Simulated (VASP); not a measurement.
A run of VASP 6.6.1:

File INCAR:

```
ALGO = Normal
EDIFF = 1E-6
ENCUT = 520
GGA = PE
ISIF = 2
ISMEAR = 1
LASPH = True
LCHARG = True
LELF = True
LREAL = False
LVHAR = True
LWAVE = False
NBANDS = 34
NELM = 100
PREC = Accurate
SIGMA = 0.3
```

KPOINTS

```
k-points
0
Gamma
  8 8 7
```

File POSCAR:

```
Ga
1.0
    2.3107968683     -3.8729233244      0.0000000000
    2.3107968683      3.8729233244      0.0000000000
    0.0000000000      0.0000000000      4.5463111460
Ga
4
Direct
    0.8442122196      0.1557877804      0.0839449706
    0.6557877804      0.3442122196      0.5839449706
    0.1557877804      0.8442122196      0.9160550294
    0.3442122196      0.6557877804      0.4160550294
```

Potentials or basis: VASP PAW PBE potentials, release 64 (Ga_d).

Command:

```bash
$ cat potpaw_PBE.64/Ga_d/POTCAR > POTCAR
$ mpirun -np 1 vasp_std > vasp.out
```

Hardware: 1 thread of AMD EPYC 7R13 Processor (Zen 3), with other jobs on the host.

Question: How long does it take, and how much memory?

Answer: Wall time 2.5 min on 1 thread of AMD EPYC 7R13 Processor (Zen 3) (shared host), peak memory 0.27 GiB. Counts: scf iterations 12, k points 84.
